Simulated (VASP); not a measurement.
# Sr3Ti4NbO12 (a cell with a defect) in VASP: single point with PBEsol

Aim: the single point of Sr3Ti4NbO12 (a cell with a defect) with PBEsol.

All numbers are computed with VASP 6.6.1; they aren't measurements. Logs are shortened: lines on timing, memory, paths and dates and some standing lists are left out, and cuts for length are marked.

### Step 1. The cell of the first run

The cell holds a defect, 40 atoms: a = 7.783 Å, b = 7.783 Å, c = 7.783 Å, α = 90.00°, β = 90.00°, γ = 90.00°.

### Step 2. Single point, PBEsol

INCAR

```
ALGO = Normal ; EDIFF = 1E-7
ENCUT = 520 ; GGA = PS
ISIF = 2 ; ISMEAR = -1
ISYM = 0 ; LASPH = True
LCHARG = True ; LELF = True
LREAL = Auto ; LVHAR = True
LWAVE = False ; NBANDS = 189
NELM = 80 ; PREC = Accurate
SIGMA = 0.05
```

KPOINTS

```
Automatic mesh
0
Gamma
  1 1 1
  0.25 0.25 0.25
```

POSCAR

```
Sr3Ti4NbO12
1.0
    7.7828210000      0.0000000000      0.0000000000
    0.0000000000      7.7828210000      0.0000000000
    0.0000000000      0.0000000000      7.7828210000
Sr Nb Ti O
6 2 8 24
Direct
    0.0110470000      0.9953040000      0.0024390000
    0.0125270000      0.9890830000      0.4977060000
    0.0056000000      0.4939040000      0.0021530000
    0.4883710000      0.0034400000      0.9966150000
    0.4870940000      0.0096240000      0.5014120000
    0.4938470000      0.5047970000      0.9969760000
    0.9025720000      0.4333140000      0.4979550000
    0.5966280000      0.5657190000      0.5011230000
    0.2582870000      0.2615230000      0.2641440000
    0.2545410000      0.2541030000      0.7521960000
    0.2449220000      0.7443440000      0.2467760000
    0.2411990000      0.7369080000      0.7349150000
    0.7396220000      0.2455640000      0.2466090000
    0.7410450000      0.2466280000      0.7499100000
    0.7583850000      0.7522960000      0.2490660000
    0.7598180000      0.7532960000      0.7524270000
    0.2057670000      0.2367110000      0.9942120000
    0.2916720000      0.2638230000      0.4986490000
    0.2936440000      0.7620490000      0.0048840000
    0.2077220000      0.7347710000      0.5004010000
    0.7843830000      0.2401830000      0.9973770000
    0.6753940000      0.2939240000      0.4981250000
    0.7150160000      0.7587680000      0.0016900000
    0.8239230000      0.7050130000      0.5008680000
    0.9962880000      0.2681090000      0.3054010000
    0.9937930000      0.2629960000      0.6846510000
    0.0047200000      0.7549120000      0.2090350000
    0.0037190000      0.7554570000      0.7960090000
    0.4957370000      0.2432000000      0.2029630000
    0.4947200000      0.2437990000      0.7900400000
    0.5056280000      0.7362270000      0.3145020000
    0.5031550000      0.7310320000      0.6935740000
    0.2497750000      0.0001970000      0.2640360000
    0.2495830000      0.9986870000      0.7350480000
    0.2520570000      0.4992600000      0.2211010000
    0.2475650000      0.4994330000      0.7780260000
    0.7536010000      0.0002850000      0.2812080000
    0.7460950000      0.9986670000      0.7178810000
    0.7504750000      0.4992780000      0.2545810000
    0.7488100000      0.4996590000      0.7444740000
```

Potentials or basis: VASP PAW PBE potentials, release 64 (Sr_sv, Nb_sv, Ti_sv, O).

Started as:

```
> cat potpaw_PBE.64/Sr_sv/POTCAR potpaw_PBE.64/Nb_sv/POTCAR potpaw_PBE.64/Ti_sv/POTCAR potpaw_PBE.64/O/POTCAR > POTCAR
> mpirun -np 1 vasp_std > vasp.out
```

OUTCAR:

```text
EDIFF = 1E-7
   ENCUT = 520
   GGA = PS
   ISIF = 2
   ISMEAR = -1
   ISYM = 0
   LASPH = True
   LREAL = Auto
   NELM = 80
   PREC = Accurate

 ion  position               nearest neighbor table
   1  0.011  0.995  0.002-  17 2.41  28 2.46  27 2.47  21 2.60  33 2.76  34 2.79  19 2.85  23 2.95
                            37 2.95  38 3.03  25 3.18  26 3.24  11 3.28  15 3.34  16 3.34  10 3.38
   2  0.013  0.989  0.498-  20 2.50  26 2.59  33 2.59  34 2.61  37 2.63  25 2.64  24 2.65  38 2.69
                            27 2.89  28 2.95  18 3.05  12 3.23  11 3.27  15 3.32  16 3.34   9 3.39
   3  0.006  0.494  0.002-  17 2.54  35 2.57  36 2.57  28 2.59  27 2.59  21 2.62  39 2.79  40 2.83
                            25 2.94  26 3.06  23 3.06  19 3.06  11 3.30  10 3.32  12 3.36   9 3.36
   4  0.488  0.003  0.997-  19 2.41  29 2.46  30 2.47  23 2.60  34 2.76  33 2.79  17 2.85  21 2.95
                            38 2.95  37 3.03  32 3.17  31 3.23  10 3.28  14 3.34  13 3.34  11 3.38
   5  0.487  0.010  0.501-  18 2.50  31 2.58  34 2.59  33 2.61  38 2.63  32 2.64  22 2.65  37 2.69
                            30 2.89  29 2.95  20 3.05   9 3.23  10 3.27  14 3.32  13 3.34  12 3.39
   6  0.494  0.505  0.997-  19 2.54  36 2.57  35 2.57  29 2.59  30 2.59  23 2.62  40 2.79  39 2.83
                            32 2.95  21 3.06  31 3.06  17 3.06  10 3.30  11 3.32   9 3.36  12 3.36
   7  0.903  0.433  0.498-  22 2.07  26 2.09  25 2.10  24 2.20  39 2.29  40 2.32   8 2.59  14 2.75
                            13 2.75   2 3.56   3 3.97   3 4.03
   8  0.597  0.566  0.501-  24 2.07  31 2.09  32 2.10  22 2.20  40 2.29  39 2.32   7 2.59  15 2.75
                            16 2.75   5 3.56   6 3.97   6 4.03
   9  0.258  0.262  0.264-  18 1.84  35 1.88  29 1.91  33 2.03  25 2.06  17 2.15   5 3.23   6 3.36
                             3 3.36   2 3.39   4 3.40   1 3.48
  10  0.255  0.254  0.752-  30 1.89  36 1.92  17 1.93  34 1.99  18 2.00  26 2.10   5 3.27   4 3.28
                             6 3.30   3 3.32   1 3.38   2 3.42
  11  0.245  0.744  0.247-  27 1.89  35 1.92  19 1.93  33 2.00  20 2.00  31 2.10   2 3.27   1 3.28
                             3 3.30   6 3.32   4 3.38   5 3.43
[... 17 lines left out ...]
  24  0.824  0.705  0.501-  16 2.06  15 2.06   8 2.07   7 2.20   2 2.65   5 3.53
  25  0.996  0.268  0.305-  13 2.06   9 2.06   7 2.10   2 2.64   3 2.94   1 3.18
  26  0.994  0.263  0.685-  14 2.04   7 2.09  10 2.10   2 2.59   3 3.06   1 3.24
  27  0.005  0.755  0.209-  11 1.89  15 1.94   1 2.47   3 2.59   2 2.89
  28  0.004  0.755  0.796-  12 1.91  16 1.93   1 2.46   3 2.59   2 2.95
  29  0.496  0.243  0.203-   9 1.91  13 1.93   4 2.46   6 2.59   5 2.95
  30  0.495  0.244  0.790-  10 1.89  14 1.94   4 2.47   6 2.59   5 2.89
  31  0.506  0.736  0.315-  15 2.04   8 2.09  11 2.10   5 2.58   6 3.06   4 3.23
  32  0.503  0.731  0.694-  16 2.06  12 2.06   8 2.10   5 2.64   6 2.95   4 3.17
  33  0.250  0.000  0.264-  11 2.00   9 2.03   2 2.59   5 2.61   1 2.76   4 2.79
  34  0.250  0.999  0.735-  10 1.99  12 2.04   5 2.59   2 2.61   4 2.76   1 2.79
  35  0.252  0.499  0.221-   9 1.88  11 1.92   3 2.57   6 2.57
  36  0.248  0.499  0.778-  12 1.88  10 1.92   6 2.57   3 2.57
  37  0.754  0.000  0.281-  13 1.93  15 1.95   2 2.63   5 2.69   1 2.95   4 3.03
  38  0.746  0.999  0.718-  16 1.93  14 1.95   5 2.63   2 2.69   4 2.95   1 3.03
  39  0.750  0.499  0.255-  15 1.97  13 1.98   7 2.29   8 2.32   3 2.79   6 2.83
  40  0.749  0.500  0.744-  14 1.97  16 1.98   8 2.29   7 2.32   6 2.79   3 2.83

IMPORTANT INFORMATION: All symmetrisations will be switched off!
NOSYMM: (Re-)initialisation of all symmetry stuff for point group C_1.

----------------------------------------------------------------------------------------

                                     Primitive cell

  volume of cell :     471.4234

  direct lattice vectors                    reciprocal lattice vectors
     7.782821000  0.000000000  0.000000000     0.128488115  0.000000000  0.000000000
     0.000000000  7.782821000  0.000000000     0.000000000  0.128488115  0.000000000
     0.000000000  0.000000000  7.782821000     0.000000000  0.000000000  0.128488115

  length of vectors
     7.782821000  7.782821000  7.782821000     0.128488115  0.128488115  0.128488115

  position of ions in fractional coordinates (direct lattice)
     0.011047000  0.995304000  0.002439000
     0.012527000  0.989083000  0.497706000
     0.005600000  0.493904000  0.002153000
     0.488371000  0.003440000  0.996615000
     0.487094000  0.009624000  0.501412000
     0.493847000  0.504797000  0.996976000
[... 32 lines left out ...]
     0.750475000  0.499278000  0.254581000
     0.748810000  0.499659000  0.744474000

  ion indices of the primitive-cell ions
   primitive index   ion index
                 1           1
                 2           2
                 3           3
                 4           4
                 5           5
                 6           6
[... 32 lines left out ...]
                39          39
                40          40

----------------------------------------------------------------------------------------

 KPOINTS: Automatic mesh

Automatic generation of k-mesh.
 Grid dimensions read from file:
 generate k-points for:    1    1    1

 Generating k-lattice:

  Cartesian coordinates                     Fractional coordinates (reciprocal lattice)
     0.128488115  0.000000000  0.000000000     1.000000000  0.000000000  0.000000000
     0.000000000  0.128488115  0.000000000     0.000000000  1.000000000  0.000000000
     0.000000000  0.000000000  0.128488115     0.000000000  0.000000000  1.000000000

  Length of vectors
     0.128488115  0.128488115  0.128488115

  Shift w.r.t. Gamma in fractional coordinates (k-lattice)
     0.250000000  0.250000000  0.250000000

 Subroutine IBZKPT returns following result:
 ===========================================

 Found      4 irreducible k-points:

 Following reciprocal coordinates:
            Coordinates               Weight
  0.250000  0.250000  0.250000      2.000000
 -0.250000  0.250000  0.250000      2.000000
 -0.250000 -0.250000  0.250000      2.000000
  0.250000 -0.250000  0.250000      2.000000
   k-points           NKPTS =      4   k-points in BZ     NKDIM =      4   number of bands    NBANDS=    189
   number of dos      NEDOS =    301   number of ions     NIONS =     40
   total plane-waves  NPLWV = 216000
   dimension x,y,z NGX =    60 NGY =   60 NGZ =   60
   dimension x,y,z NGXF=   120 NGYF=  120 NGZF=  120
   ions per type =               6   2   8  24
   NGX,Y,Z   is equivalent  to a cutoff of  12.82, 12.82, 12.82 a.u.
   NGXF,Y,Z  is equivalent  to a cutoff of  25.63, 25.63, 25.63 a.u.
 SYSTEM =  unknown system
   PREC   = accura    normal or accurate (medium, high low for compatibility)
   ISTART =      0    job   : 0-new  1-cont  2-samecut
   ICHARG =      2    charge: 1-file 2-atom 10-const
   ISPIN  =      1    spin polarized calculation?
   LNONCOLLINEAR =      F non collinear calculations
   LSORBIT =      F    spin-orbit coupling
   LASPH  =      T    aspherical Exc in radial PAW
   ENCUT  =  520.0 eV  38.22 Ry    6.18 a.u.  14.47 14.47 14.47*2*pi/ulx,y,z
   NELM   =     80;   NELMIN=  2; NELMDL= -5     # of ELM steps
   EDIFF  = 0.1E-06   stopping-criterion for ELM
   LREAL  =      T    real-space projection
   EDIFFG = 0.1E-05   stopping-criterion for IOM
   NSW    =      0    number of steps for IOM
   IBRION =     -1    ionic relax: 0-MD 1-quasi-New 2-CG
   NFREE  =      0    steps in history (QN), initial steepest desc. (CG)
   ISIF   =      2    stress and relaxation
   ISYM   =      0    0-nonsym 1-usesym 2-fastsym
   POTIM  = 0.5000    time-step for ionic-motion
   TEBEG  =    0.0;   TEEND  =   0.0 temperature during run
   PSTRESS=    0.0 pullay stress
   NELECT =     326.0000    total number of electrons
   NUPDOWN=      -1.0000    fix difference up-down
   EMIN   =  10.00;   EMAX   =-10.00  energy-range for DOS
   EFERMI =   0.00;   METHOD = LEGACY
   ISMEAR =    -1;   SIGMA  =   0.05  broadening in eV -4-tet -1-fermi 0-gaus
   EFERMI_NEDOS =   21; number of points for ismear=-14 and -15
   IALGO  =     38    algorithm
   IMIX   =      4    mixing-type and parameters
     AMIX     =   0.40;   BMIX     =  1.00
     AMIX_MAG =   1.60;   BMIX_MAG =  1.00
  volume/ion in A,a.u.               =      11.79        79.53
  Fermi-wavevector in a.u.,A,eV,Ry     =   1.447695  2.735746 28.515362  2.095820
  Thomas-Fermi vector in A             =   2.565620
   LORBIT       =      0    0 simple, 1 ext, 2 COOP (PROOUT), +10 PAW based schemes
   GGA     = PS    functional components
   LHFCALC =     F    Hartree Fock is set to
   AEXX    =    0.0000 exact exchange contribution
   IVDW    =     0    specifies the selected vdW correction
   LEPSILON=     F    determine dielectric tensor
   LRPA    =     F    only Hartree local field effects (RPA)
 non-spin polarized calculation
  energy-cutoff  :      520.00
  volume of cell :      471.42
 maximum number of plane-waves:     12704
 NGX is ok and might be reduce to    60
   NGX = 29   NGY = 29   NGZ = 29

 number of electron     325.9999999 magnetization

 Free energy of the ion-electron system (eV)
  ---------------------------------------------------
  ext. energy  EPLUGINS =         0.00000000
  ---------------------------------------------------
  free energy    TOTEN  =      -345.78924242 eV

  energy without entropy =     -345.77046003  energy(sigma->0) =     -345.77985123

 E-fermi :   6.8819     XC(G=0): -11.5909

 val. band max:        6.6925406190   @ k =  -0.2500  -0.2500   0.2500
 cond. band min:       7.0922091138   @ k =  -0.2500  -0.2500   0.2500
 fundamental gap:      0.3996684948
 Fermi energy:         6.8819084246

 k-point     1 :       0.2500    0.2500    0.2500
  band No.  band energies     occupation
      1     -51.4573      2.00000
      2     -51.4565      2.00000
      3     -51.4031      2.00000
      4     -51.4026      2.00000
      5     -51.2385      2.00000
      6     -51.2379      2.00000
[... 701 lines left out ...]
    174       8.0320      0.00000
    175       8.1897      0.00000
 [bands above 175 left out]

------------------------ aborting loop because EDIFF is reached ----------------------------------------

  FORCE on cell =-STRESS in cart. coord.  units (eV):
  Direction    XX          YY          ZZ          XY          YZ          ZX
  --------------------------------------------------------------------------------------
  -------------------------------------------------------------------------------------
  Total        4.1609543      2.6641325     -8.2758540      3.0913580     -0.7606150      0.5238610
  in kB       14.1413999      9.0543084    -28.1262788     10.5062749     -2.5850227      1.7803915
  external PRESSURE =      -1.6435235 kB  Pullay stress =       0.0000000 kB

 VOLUME and BASIS-vectors are now :
 -----------------------------------------------------------------------------
  energy-cutoff  :      520.00
  volume of cell :      471.42
      direct lattice vectors                 reciprocal lattice vectors
     7.782821000  0.000000000  0.000000000     0.128488115  0.000000000  0.000000000
     0.000000000  7.782821000  0.000000000     0.000000000  0.128488115  0.000000000
     0.000000000  0.000000000  7.782821000     0.000000000  0.000000000  0.128488115

 POSITION                                       TOTAL-FORCE (eV/Angst)
 -----------------------------------------------------------------------------------
      0.08598      7.74627      0.01898         0.006511      0.018890     -0.045527
      0.09750      7.69786      3.87356         0.010454     -0.004238      0.018709
      0.04358      3.84397      0.01676        -0.038636     -0.021077     -0.014574
      3.80090      0.02677      7.75648        -0.005689     -0.017754      0.045054
      3.79097      0.07490      3.90240        -0.015153      0.014626     -0.020619
      3.84352      3.92874      7.75929         0.040914      0.015860      0.012492
[... 32 lines left out ...]
      5.84081      3.88579      1.98136        -0.079298      0.054909      0.067181
      5.82785      3.88876      5.79411         0.074816     -0.054322     -0.063622
 -----------------------------------------------------------------------------------
    total drift:                               -0.005933     -0.010135     -0.013195

  FREE ENERGIE OF THE ION-ELECTRON SYSTEM (eV)
  ---------------------------------------------------
  free  energy   TOTEN  =      -345.7892424219 eV

  energy  without entropy=     -345.7704600284  energy(sigma->0) =     -345.77985123
```

Run time: 19 min. Hardware: 1 thread of AMD EPYC 7R13 (Zen 3), shared host; peak memory 0.6 GiB.

Results:

* Free energy: -345.7892 eV
* Pressure: -0.2 GPa
* Largest force: 0.153 eV/Å
* Band gap on the k mesh: 0.40 eV

Forces in eV/Å, atoms in the order of the input:
```
Sr   0.007  0.019 -0.046
Sr   0.010 -0.004  0.019
Sr  -0.039 -0.021 -0.015
Sr  -0.006 -0.018  0.045
Sr  -0.015  0.015 -0.021
Sr   0.041  0.016  0.012
Nb   0.038  0.068  0.073
Nb  -0.022 -0.074 -0.079
Ti  -0.064 -0.077 -0.096
Ti  -0.036 -0.046 -0.129
Ti   0.024  0.055  0.141
Ti   0.054  0.069  0.085
Ti   0.060 -0.021 -0.111
Ti  -0.077 -0.008  0.023
Ti   0.079  0.007 -0.019
Ti  -0.052  0.023  0.107
O    0.003  0.032  0.054
O    0.008  0.055  0.052
O    0.000 -0.030 -0.059
O   -0.006 -0.054 -0.047
O   -0.023 -0.015  0.057
O   -0.036  0.054  0.043
O    0.024  0.014 -0.057
O    0.032 -0.056 -0.038
O   -0.052  0.022  0.062
O    0.079  0.099  0.040
O   -0.028 -0.037 -0.026
O   -0.025 -0.043 -0.076
O    0.028  0.045  0.081
O    0.031  0.039  0.023
O   -0.079 -0.104 -0.047
O    0.047 -0.019 -0.054
O    0.012 -0.001 -0.005
O   -0.015 -0.009  0.002
O    0.026  0.066  0.030
O   -0.022 -0.056 -0.029
O   -0.079  0.029  0.002
O    0.077 -0.035 -0.004
O   -0.079  0.055  0.067
O    0.075 -0.054 -0.064
```

Caveat: the PAW data sets were made with another functional, which shifts forces and pressure a little.
